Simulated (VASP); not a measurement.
Set up this calculation in VASP 6.6.1, as the native input.

```
Task                   : relaxation of cell and atoms
Functional             : PBEsol
Potentials or basis    : VASP PAW PBE potentials, release 64 (Ir, S)
Cutoff                 : 600 eV
k mesh                 : 10 × 10 × 6
Occupations            : gaussian, width 0.05 eV
Spin                   : no spin polarisation
Dipole correction      : no
Further INCAR settings : ALGO = Normal; EDIFF = 1e-06; IBRION = 2; EDIFFG = -0.01; NSW = 80; ISIF = 3
```

The structure of IrS lies in POSCAR:

```
IrS
1.0
    3.7517815606      0.0000000000      0.0000000000
   -1.8758907803      3.2491381409      0.0000000000
    0.0000000000      0.0000000000      5.2290649880
Ir S
2 2
Direct
    0.0000000000      0.0000000000      0.0000000000
    0.0000000000      0.0000000000      0.5000000000
    0.3333333333      0.6666666667      0.2500000000
    0.6666666667      0.3333333333      0.7500000000
```

These files were run (other wordings do the same):

INCAR

```
PREC     = Accurate       # precision mode
ENCUT    = 600            # plane-wave cutoff, eV
EDIFF    = 1E-6           # SCF threshold, eV
ISMEAR   = 0              # smearing method
SIGMA    = 0.05           # smearing width, eV
LREAL    = F              # projectors in reciprocal space
LASPH    = T              # aspherical terms in the spheres
NELM     = 100            # most SCF steps
ALGO     = Normal         # electronic algorithm
ISIF     = 3              # what is computed and relaxed
LWAVE    = F              # write WAVECAR
LCHARG   = F              # write CHGCAR
GGA      = PS             # functional
IBRION   = 2              # ionic algorithm
NSW      = 80             # ionic steps
EDIFFG   = -0.01          # ionic threshold
```

KPOINTS

```
Automatic mesh
0
Gamma
  10 10 6
```

Potentials or basis: VASP PAW PBE potentials, release 64 (Ir, S).

The run is started by

```console
$ cat potpaw_PBE.64/Ir/POTCAR potpaw_PBE.64/S/POTCAR > POTCAR
$ mpirun -np 1 vasp_std > vasp.out
```

It gave:

| Quantity | Value |
| --- | --- |
| Relaxed volume | 14.87 Å³/atom |
| Relaxed cell | a = 3.551 Å, b = 3.551 Å, c = 5.448 Å, α = 90.00°, β = 90.00°, γ = 120.00° |
| Space group after relaxing (to 0.05 Å) | P6_3/mmc (No. 194) |
| Energy gained by relaxing | 95.6 meV/atom |
| Ionic steps | 8 |
| Pressure after relaxing | 0.0 GPa |
| Band gap on the k mesh | zero (band 15 reaches 10.53 eV, above the bottom of band 16 at 8.88 eV) |

Caveat: the PAW data sets were made with another functional, which shifts forces and pressure a little; spin-orbit coupling is left out, which moves the levels of the heavy elements.

Wall time 5.5 min on 1 thread of Intel(R) Xeon(R) Platinum 8259CL CPU @ 2.50GHz (Skylake/Cascade Lake), on a shared host, peak memory 0.24 GiB.
